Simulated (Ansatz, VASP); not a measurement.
Two plane-wave programs on GaN

```
Ga N
1.0
     3.18000    0.00000    0.00000
    -1.59000    2.75396    0.00000
     0.00000    0.00000    5.16600
Ga N
2 2
Direct
  0.33333 0.66667 0.00000
  0.66667 0.33333 0.50000
  0.32281 0.66141 0.36711
  0.65615 0.32807 0.86711
```

Change from the starting cell: all N atoms moved +0.050 Å, as atom 3 towards its neighbour atom 4 (N) at 3.169 Å.

Alike in both runs: task single point; functional r2SCAN; k mesh 12 × 12 × 6; occupations gaussian, width 0.05 eV; no spin polarisation.

|  | VASP | Ansatz |
| --- | --- | --- |
| version | VASP 6.6.1 | Ansatz 0.2.0 |
| potentials or method | VASP PAW PBE potentials, release 64 (Ga_d, N), cutoff 520 eV | scalar-relativistic, plane waves, PAW |
| valence electrons in the cell | 36 | 36 |

```tsv
	VASP	Ansatz	Ansatz less VASP
gap on the k mesh at the Fermi level (eV)	2.32	2.33	+0.006
least direct gap on the mesh (eV)	2.32	2.33	+0.006
pressure (GPa)	2.5	1.4	-1.11
traceless stress, the component that is largest in VASP (GPa)	4.96	4.84	-0.124
rms of the force components (eV/Å)	0.465	0.459	-0.0064
```

VASP's potentials were made for PBE, not for r2SCAN. Atom by atom the forces differ by 0.007 eV/Å (rms over components). The functional is the same, so the differences come from potentials, cutoffs and numerics.
